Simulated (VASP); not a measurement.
# AgCl (P4/mmm) in VASP: further runs

AgCl is run at these levels: PBEsol; tasks: single point.

Program: VASP 6.6.1. These are calculated values, not measurements. Logs are shortened: lines on timing, memory, paths and dates and some standing lists are left out, and cuts for length are marked.

## 1. The cell of the first run

Symmetry: P4/mmm, No. 123, tetragonal system. Conventional cell: a = 3.434 Å, b = 3.434 Å, c = 3.305 Å, α = 90.00°, β = 90.00°, γ = 90.00°. Within 3.9 Å of Ag (site symmetry 4/mmm) lie 8 Cl at 2.94 Å and 6 Ag at 3.31 to 3.43 Å. Cl (site symmetry 4/mmm) has 8 Ag at 2.94 Å and 6 Cl at 3.31 to 3.43 Å within 3.9 Å.

## 2. Single point, PBEsol (strain -0.0375 x Voigt [0, 0, 1, 0, 0, 0])

INCAR

```
  ALGO = Normal
  EDIFF = 1E-6
  ENCUT = 520
  GGA = PS
  ISIF = 2
  ISMEAR = 0
  LASPH = T
  LCHARG = F
  LREAL = F
  LWAVE = F
  NBANDS = 16
  NELM = 100
  PREC = Accurate
  SIGMA = 0.05
```

KPOINTS

```
k-points
0
Gamma
  10 10 10
```

POSCAR

```
AgCl
1.0
    3.4339730000      0.0000000000      0.0000000000
    0.0000000000      3.4339730000      0.0000000000
    0.0000000000      0.0000000000      3.3051990125
Ag Cl
1 1
Direct
    0.0000000000      0.0000000000      0.0000000000
    0.5000000000      0.5000000000      0.5000000000
```

Potentials or basis: VASP PAW PBE potentials, release 64 (Ag, Cl).

On the command line:

```bash
cat potpaw_PBE.64/Ag/POTCAR potpaw_PBE.64/Cl/POTCAR > POTCAR
mpirun -np 1 vasp_std > vasp.out
```

OUTCAR:

```text
EDIFF = 1E-6
   ENCUT = 520
   GGA = PS
   ISIF = 2
   ISMEAR = 0
   LASPH = T
   LREAL = F
   NELM = 100
   PREC = Accurate

 ion  position               nearest neighbor table
   1  0.000  0.000  0.000-   2 2.94   2 2.94   2 2.94   2 2.94   2 2.94   2 2.94   2 2.94   2 2.94

   2  0.500  0.500  0.500-   1 2.94   1 2.94   1 2.94   1 2.94   1 2.94   1 2.94   1 2.94   1 2.94

  LATTYP: Found a simple tetragonal cell.
 ALAT       =     3.4339730000
 C/A-ratio  =     0.9625000000

  Lattice vectors:

 A1 = (   3.4339730000,   0.0000000000,   0.0000000000)
 A2 = (   0.0000000000,   3.4339730000,   0.0000000000)
 A3 = (   0.0000000000,   0.0000000000,   3.3051990125)

Analysis of symmetry for initial positions (statically):
=====================================================================
 Subroutine PRICEL returns:
 Original cell was already a primitive cell.

 Routine SETGRP: Setting up the symmetry group for a
 simple tetragonal supercell.

 Subroutine GETGRP returns: Found 16 space group operations
 (whereof 16 operations were pure point group operations)
 out of a pool of 16 trial point group operations.

The static configuration has the point symmetry D_4h.

Analysis of symmetry for dynamics (positions and initial velocities):
=====================================================================
 Subroutine PRICEL returns:
 Original cell was already a primitive cell.

 Routine SETGRP: Setting up the symmetry group for a
 simple tetragonal supercell.

 Subroutine GETGRP returns: Found 16 space group operations
 (whereof 16 operations were pure point group operations)
 out of a pool of 16 trial point group operations.

The dynamic configuration has the point symmetry D_4h.

 Subroutine INISYM returns: Found 16 space group operations
 (whereof 16 operations are pure point group operations),
 and found     1 'primitive' translations

----------------------------------------------------------------------------------------

                                     Primitive cell

  volume of cell :      38.9755

  direct lattice vectors                    reciprocal lattice vectors
     3.433973000  0.000000000  0.000000000     0.291207881  0.000000000  0.000000000
     0.000000000  3.433973000  0.000000000     0.000000000  0.291207881  0.000000000
     0.000000000  0.000000000  3.305199013     0.000000000  0.000000000  0.302553642

  length of vectors
     3.433973000  3.433973000  3.305199013     0.291207881  0.291207881  0.302553642

  position of ions in fractional coordinates (direct lattice)
     0.000000000  0.000000000  0.000000000
     0.500000000  0.500000000  0.500000000

  ion indices of the primitive-cell ions
   primitive index   ion index
                 1           1
                 2           2

----------------------------------------------------------------------------------------

 KPOINTS: k-points

Automatic generation of k-mesh.
 Grid dimensions read from file:
 generate k-points for:   10   10   10

 Generating k-lattice:

  Cartesian coordinates                     Fractional coordinates (reciprocal lattice)
     0.029120788  0.000000000  0.000000000     0.100000000  0.000000000  0.000000000
     0.000000000  0.029120788  0.000000000     0.000000000  0.100000000  0.000000000
     0.000000000  0.000000000  0.030255364     0.000000000  0.000000000  0.100000000

  Length of vectors
     0.029120788  0.029120788  0.030255364

  Shift w.r.t. Gamma in fractional coordinates (k-lattice)
     0.000000000  0.000000000  0.000000000

 Subroutine IBZKPT returns following result:
 ===========================================

 Found    126 irreducible k-points:

 Following reciprocal coordinates:
            Coordinates               Weight
  0.000000  0.000000  0.000000      1.000000
  0.100000  0.000000  0.000000      4.000000
  0.200000  0.000000  0.000000      4.000000
  0.300000  0.000000  0.000000      4.000000
  0.400000  0.000000  0.000000      4.000000
  0.500000  0.000000  0.000000      2.000000
[... 16 lines left out ...]
  0.100000  0.000000  0.100000      8.000000
  0.200000  0.000000  0.100000      8.000000
 [... further k-points ...]
   k-points           NKPTS =    126   k-points in BZ     NKDIM =    126   number of bands    NBANDS=     16
   number of dos      NEDOS =    301   number of ions     NIONS =      2
   total plane-waves  NPLWV =  21952
   dimension x,y,z NGX =    28 NGY =   28 NGZ =   28
   dimension x,y,z NGXF=    56 NGYF=   56 NGZF=   56
   ions per type =               1   1
   NGX,Y,Z   is equivalent  to a cutoff of  13.56, 13.56, 14.08 a.u.
   NGXF,Y,Z  is equivalent  to a cutoff of  27.11, 27.11, 28.17 a.u.
 SYSTEM =  unknown system
   PREC   = accura    normal or accurate (medium, high low for compatibility)
   ISTART =      0    job   : 0-new  1-cont  2-samecut
   ICHARG =      2    charge: 1-file 2-atom 10-const
   ISPIN  =      1    spin polarized calculation?
   LNONCOLLINEAR =      F non collinear calculations
   LSORBIT =      F    spin-orbit coupling
   LASPH  =      T    aspherical Exc in radial PAW
   ENCUT  =  520.0 eV  38.22 Ry    6.18 a.u.   6.38  6.38  6.15*2*pi/ulx,y,z
   NELM   =    100;   NELMIN=  2; NELMDL= -5     # of ELM steps
   EDIFF  = 0.1E-05   stopping-criterion for ELM
   LREAL  =      F    real-space projection
   EDIFFG = 0.1E-04   stopping-criterion for IOM
   NSW    =      0    number of steps for IOM
   IBRION =     -1    ionic relax: 0-MD 1-quasi-New 2-CG
   NFREE  =      0    steps in history (QN), initial steepest desc. (CG)
   ISIF   =      2    stress and relaxation
   ISYM   =      2    0-nonsym 1-usesym 2-fastsym
   POTIM  = 0.5000    time-step for ionic-motion
   TEBEG  =    0.0;   TEEND  =   0.0 temperature during run
   PSTRESS=    0.0 pullay stress
   NELECT =      18.0000    total number of electrons
   NUPDOWN=      -1.0000    fix difference up-down
   EMIN   =  10.00;   EMAX   =-10.00  energy-range for DOS
   EFERMI =   0.00;   METHOD = LEGACY
   ISMEAR =     0;   SIGMA  =   0.05  broadening in eV -4-tet -1-fermi 0-gaus
   EFERMI_NEDOS =   21; number of points for ismear=-14 and -15
   IALGO  =     38    algorithm
   IMIX   =      4    mixing-type and parameters
     AMIX     =   0.40;   BMIX     =  1.00
     AMIX_MAG =   1.60;   BMIX_MAG =  1.00
  volume/ion in A,a.u.               =      19.49       131.51
  Fermi-wavevector in a.u.,A,eV,Ry     =   1.265422  2.391300 21.786895  1.601292
  Thomas-Fermi vector in A             =   2.398676
   LORBIT       =      0    0 simple, 1 ext, 2 COOP (PROOUT), +10 PAW based schemes
   GGA     = PS    functional components
   LHFCALC =     F    Hartree Fock is set to
   AEXX    =    0.0000 exact exchange contribution
   IVDW    =     0    specifies the selected vdW correction
   LEPSILON=     F    determine dielectric tensor
   LRPA    =     F    only Hartree local field effects (RPA)
 non-spin polarized calculation
 Gauss-broadening in eV      SIGMA  =   0.05
  energy-cutoff  :      520.00
  volume of cell :       38.98
 maximum number of plane-waves:      1068
 NGX is ok and might be reduce to    28
   NGX = 13   NGY = 13   NGZ = 13

 number of electron      18.0000004 magnetization

 Free energy of the ion-electron system (eV)
  ---------------------------------------------------
  ext. energy  EPLUGINS =         0.00000000
  ---------------------------------------------------
  free energy    TOTEN  =        -5.79509953 eV

  energy without entropy =       -5.79509953  energy(sigma->0) =       -5.79509953

 E-fermi :   4.5124     XC(G=0): -10.8213

 val. band max:        4.3329242536   @ k =   0.5000   0.0000   0.0000
 cond. band min:       4.6872614755   @ k =   0.0000   0.0000   0.0000
 fundamental gap:      0.3543372219
 Fermi energy:         4.5123897294

 k-point     1 :       0.0000    0.0000    0.0000
  band No.  band energies     occupation
      1     -10.5412      2.00000
      2       1.3033      2.00000
      3       1.3795      2.00000
      4       2.3536      2.00000
      5       2.4043      2.00000
      6       2.4043      2.00000
[... 8 lines left out ...]
     15      18.5161      0.00000
     16      20.4670      0.00000

 k-point     2 :       0.1000    0.0000    0.0000
  band No.  band energies     occupation
      1     -10.4984      2.00000
      2       1.1863      2.00000
      3       1.3453      2.00000
      4       1.9878      2.00000
      5       2.1753      2.00000
      6       2.1938      2.00000
[... 8 lines left out ...]
     15      17.8346      0.00000
     16      20.8690      0.00000

 k-point     3 :       0.2000    0.0000    0.0000
  band No.  band energies     occupation
      1     -10.3825      2.00000
      2       0.4800      2.00000
      3       1.3753      2.00000
      4       1.6260      2.00000
      5       1.8586      2.00000
      6       2.1502      2.00000
[... 8 lines left out ...]
     15      17.4693      0.00000
     16      20.7510      0.00000

 k-point     4 :       0.3000    0.0000    0.0000
  band No.  band energies     occupation
      1     -10.2303      2.00000
      2      -0.3489      2.00000
      3       1.3514      2.00000
      4       1.4217      2.00000
      5       1.6051      2.00000
      6       2.3867      2.00000
[... 8 lines left out ...]
     15      18.5095      0.00000
     16      20.6080      0.00000

 k-point     5 :       0.4000    0.0000    0.0000
  band No.  band energies     occupation
      1     -10.0987      2.00000
      2      -0.9377      2.00000
      3       1.1802      2.00000
      4       1.4444      2.00000
      5       1.4604      2.00000
      6       2.4494      2.00000
[... 8 lines left out ...]
     15      20.1739      0.00000
     16      20.4945      0.00000

 k-point     6 :       0.5000    0.0000    0.0000
  band No.  band energies     occupation
      1     -10.0463      2.00000
      2      -1.1486      2.00000
      3       1.1220      2.00000
      4       1.3894      2.00000
      5       1.4753      2.00000
      6       2.4542      2.00000
[... 8 lines left out ...]
     15      20.1467      0.00000
     16      20.4518      0.00000

 k-point     7 :       0.1000    0.1000    0.0000
  band No.  band energies     occupation
      1     -10.4569      2.00000
      2       1.1468      2.00000
      3       1.2479      2.00000
      4       1.6538      2.00000
      5       2.0766      2.00000
      6       2.3777      2.00000
[... 8 lines left out ...]
     15      18.0291      0.00000
     16      20.3682      0.00000

 k-point     8 :       0.2000    0.1000    0.0000
  band No.  band energies     occupation
      1     -10.3443      2.00000
      2       0.4912      2.00000
      3       1.2367      2.00000
      4       1.5678      2.00000
      5       1.8500      2.00000
      6       2.3275      2.00000
[... 8 lines left out ...]
     15      18.0896      0.00000
     16      20.1351      0.00000

 k-point     9 :       0.3000    0.1000    0.0000
  band No.  band energies     occupation
      1     -10.1969      2.00000
      2      -0.2850      2.00000
      3       1.1941      2.00000
      4       1.5111      2.00000
      5       1.6345      2.00000
      6       2.3946      2.00000
[... 8 lines left out ...]
     15      18.8342      0.00000
     16      20.1128      0.00000
[... 172 lines left out ...]
 k-point    19 :       0.4000    0.4000    0.0000
  band No.  band energies     occupation
      1      -9.8080      2.00000
      2       0.0816      2.00000
      3       0.4314      2.00000
      4       1.6044      2.00000
      5       1.9713      2.00000
      6       2.1525      2.00000
[... 8 lines left out ...]
     15      18.4530      0.00000
     16      20.9117      0.00000

 k-point    20 :       0.5000    0.4000    0.0000
  band No.  band energies     occupation
      1      -9.7750      2.00000
      2       0.1212      2.00000
      3       0.4479      2.00000
      4       1.5690      2.00000
      5       2.0205      2.00000
      6       2.1556      2.00000
[... 8 lines left out ...]
     15      18.4654      0.00000
     16      21.2064      0.00000

 k-point    21 :       0.5000    0.5000    0.0000
  band No.  band energies     occupation
      1      -9.7443      2.00000
      2       0.3531      2.00000
      3       0.3531      2.00000
      4       1.4899      2.00000
      5       2.1228      2.00000
      6       2.1260      2.00000
[... 8 lines left out ...]
     15      18.3296      0.00000
     16      20.2208      0.00000

 k-point    22 :       0.0000    0.0000    0.1000
  band No.  band energies     occupation
      1     -10.4899      2.00000
      2       1.2372      2.00000
      3       1.3975      2.00000
      4       2.0248      2.00000
      5       2.0248      2.00000
      6       2.3603      2.00000
[... 8 lines left out ...]
     15      18.1200      0.00000
     16      20.4227      0.00000

 k-point    23 :       0.1000    0.0000    0.1000
  band No.  band energies     occupation
      1     -10.4483      2.00000
      2       1.2219      2.00000
      3       1.2668      2.00000
      4       1.7560      2.00000
      5       1.8856      2.00000
      6       2.3469      2.00000
[... 8 lines left out ...]
     15      18.2394      0.00000
     16      20.0472      0.00000

 k-point    24 :       0.2000    0.0000    0.1000
  band No.  band energies     occupation
      1     -10.3357      2.00000
      2       0.5180      2.00000
      3       1.3044      2.00000
      4       1.6230      2.00000
      5       1.7131      2.00000
      6       2.3480      2.00000
[... 8 lines left out ...]
     15      18.0719      0.00000
     16      19.9100      0.00000

 [... further k-points ...]

------------------------ aborting loop because EDIFF is reached ----------------------------------------

  FORCE on cell =-STRESS in cart. coord.  units (eV):
  Direction    XX          YY          ZZ          XY          YZ          ZX
  --------------------------------------------------------------------------------------
  -------------------------------------------------------------------------------------
  Total       -0.9027556     -0.9027556     -0.4214645      0.0000000      0.0000000      0.0000000
  in kB      -37.1098682    -37.1098682    -17.3252763      0.0000000      0.0000000      0.0000000
  external PRESSURE =     -30.5150042 kB  Pullay stress =       0.0000000 kB

 VOLUME and BASIS-vectors are now :
 -----------------------------------------------------------------------------
  energy-cutoff  :      520.00
  volume of cell :       38.98
      direct lattice vectors                 reciprocal lattice vectors
     3.433973000  0.000000000  0.000000000     0.291207881  0.000000000  0.000000000
     0.000000000  3.433973000  0.000000000     0.000000000  0.291207881  0.000000000
     0.000000000  0.000000000  3.305199013     0.000000000  0.000000000  0.302553642

 POSITION                                       TOTAL-FORCE (eV/Angst)
 -----------------------------------------------------------------------------------
      0.00000      0.00000      0.00000         0.000000      0.000000      0.000000
      1.71699      1.71699      1.65260         0.000000      0.000000      0.000000
 -----------------------------------------------------------------------------------
    total drift:                               -0.000000      0.000000      0.000000

  FREE ENERGIE OF THE ION-ELECTRON SYSTEM (eV)
  ---------------------------------------------------
  free  energy   TOTEN  =        -5.7950995307 eV

  energy  without entropy=       -5.7950995304  energy(sigma->0) =       -5.79509953
```

Wall time 96 s (1 thread of Intel Xeon 8259CL, shared host); peak memory 0.21 GiB.

Results:

```yaml
Free_energy: -5.7951 eV
Pressure: -3.1 GPa
Band_gap_on_the_k_mesh: 0.35 eV (least direct gap 1.79 eV)
```

Caveat: the cell differs from its parent crystal (strain -0.0375 x Voigt [0, 0, 1, 0, 0, 0]); the cell stands under tension; semilocal functionals underestimate gaps, and a narrow one can read as zero; the PAW data sets were made with another functional, which shifts forces and pressure a little. A k mesh can miss the band edges.

## 3. Single point, PBEsol (strain +0.0375 x Voigt [0, 0, 1, 0, 0, 0])

INCAR

```
ALGO = Normal
EDIFF = 1E-6
ENCUT = 520
GGA = PS
ISIF = 2
ISMEAR = 0
LASPH = T
LCHARG = F
LREAL = F
LWAVE = F
NBANDS = 16
NELM = 100
PREC = Accurate
SIGMA = 0.05
```

KPOINTS is that of step 2.

Edit POSCAR of step 2 so:

```diff
@@ -4,3 +4,3 @@
     0.0000000000      3.4339730000      0.0000000000
-    0.0000000000      0.0000000000      3.3051990125
+    0.0000000000      0.0000000000      3.5627469875
 Ag Cl
```

Potentials or basis: VASP PAW PBE potentials, release 64 (Ag, Cl).

On the command line:

```bash
cat potpaw_PBE.64/Ag/POTCAR potpaw_PBE.64/Cl/POTCAR > POTCAR
mpirun -np 1 vasp_std > vasp.out
```

It took 92 s on 1 thread of Intel Xeon 8259CL, shared host; peak memory 0.22 GiB.

Results (log left out):

```yaml
Free_energy: -5.7099 eV
Pressure: -5.9 GPa
Band_gap_on_the_k_mesh: 0.37 eV (least direct gap 1.69 eV)
```

Stress tensor (GPa, compression positive):
```
-5.39  0.00  0.00
 0.00 -5.39  0.00
 0.00  0.00 -6.97
```

Levels at points of the mesh, in eV from the valence-band top:
| k point | band 5 | band 6 | band 7 | band 8 | band 9 | band 10 | band 11 | band 12 | band 13 | band 14 |
| --- | --- | --- | --- | --- | --- | --- | --- | --- | --- | --- |
| (0.00, 0.00, 0.00) | -1.77 | -1.74 | -1.65 | -1.33 | -1.33 | 0.37 | 9.19 | 9.42 | 12.80 | 13.39 |
| (0.50, 0.00, 0.00) | -2.49 | -1.72 | -1.37 | -0.07 | -0.02 | 4.59 | 5.26 | 9.37 | 9.39 | 10.18 |
| (0.50, 0.50, 0.00) | -2.13 | -2.08 | -2.08 | -1.45 | -0.97 | 2.88 | 8.48 | 8.48 | 10.32 | 13.27 |
| (0.00, 0.00, 0.50) | -2.56 | -1.70 | -1.51 | 0.00 | 0.00 | 4.81 | 5.11 | 9.39 | 10.02 | 10.02 |
| (0.50, 0.00, 0.50) | -2.05 | -2.03 | -1.98 | -1.50 | -0.76 | 2.56 | 8.46 | 8.86 | 10.44 | 13.62 |
| (0.50, 0.50, 0.50) | -1.49 | -1.44 | -0.24 | -0.24 | -0.17 | 4.67 | 4.67 | 4.78 | 6.42 | 16.34 |

Caveat: the cell differs from its parent crystal (strain +0.0375 x Voigt [0, 0, 1, 0, 0, 0]); the cell stands under tension; semilocal functionals underestimate gaps, and a narrow one can read as zero; the PAW data sets were made with another functional, which shifts forces and pressure a little. A k mesh can miss the band edges.
